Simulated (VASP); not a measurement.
Wanted: the native input for a VASP 6.6.1 run.

```
Task                   : relaxation of cell and atoms
Functional             : PBE
Potentials or basis    : VASP PAW PBE potentials, release 64 (Al, Cu)
Cutoff                 : 600 eV
k mesh                 : 6 × 6 × 2
Occupations            : gaussian, width 0.1 eV
Spin                   : no spin polarisation
Dipole correction      : no
Further INCAR settings : ALGO = Normal; EDIFF = 1e-07; IBRION = 2; EDIFFG = -0.04; NSW = 90; ISIF = 3
```

The structure of Al5Cu lies in POSCAR:

```
Al5Cu
1.0
    2.7909993800      0.0000000000      0.0000000000
   -1.3954996900      2.4170763600      0.0000000000
    0.0000000000      0.0000000000     13.4712435600
Al Cu
5 1
Direct
    0.3333333300      0.6666666700      0.3333333300
    0.3333333300      0.6666666700      0.6666666700
    0.6666666700      0.3333333300      0.1666666700
    0.6666666700      0.3333333300      0.5000000000
    0.6666666700      0.3333333300      0.8333333300
    0.3333333300      0.6666666700      0.0000000000
```

The input as run:

INCAR

```
SYSTEM = Al5Cu
ALGO     = Normal         ! electronic algorithm
EDIFF    = 1E-7           ! SCF threshold, eV
EDIFFG   = -0.04          ! ionic threshold
ENCUT    = 600            ! plane-wave cutoff, eV
GGA      = PE             ! functional
IBRION   = 2              ! ionic algorithm
ISIF     = 3              ! what is computed and relaxed
ISMEAR   = 0              ! smearing method
LASPH    = .True.         ! aspherical terms in the spheres
LCHARG   = .False.        ! write CHGCAR
LREAL    = .False.        ! projectors in reciprocal space
LWAVE    = .False.        ! write WAVECAR
NELM     = 60             ! most SCF steps
NSW      = 90             ! ionic steps
PREC     = Accurate       ! precision mode
SIGMA    = 0.1            ! smearing width, eV
```

KPOINTS

```
k-points
0
Gamma
  6 6 2
  0 0 0
```

Potentials or basis: VASP PAW PBE potentials, release 64 (Al, Cu).

Command:

```console
$ cat potpaw_PBE.64/Al/POTCAR potpaw_PBE.64/Cu/POTCAR > POTCAR
$ mpirun -np 1 vasp_std > vasp.out
```

It gave:

The relaxed volume is 15.83 Å³/atom. The relaxed cell is a = 2.837 Å, b = 2.837 Å, c = 13.631 Å, α = 90.00°, β = 90.00°, γ = 120.00°, the space group after relaxing (to 0.1 Å) is P-6m2 (No. 187) and the energy gained by relaxing is 40.3 meV/atom. The ionic steps are 9, the pressure after relaxing is 0.0 GPa and the largest force after relaxing is 0.004 eV/Å.

Caveat: the k points lie up to 0.43 Å⁻¹ apart in the final cell; the highest band is partly filled, so the run has too few bands.

It took 5.1 min on 1 thread of Intel(R) Xeon(R) Platinum 8259CL CPU @ 2.50GHz (Skylake/Cascade Lake) (shared host), peak memory 0.25 GiB.
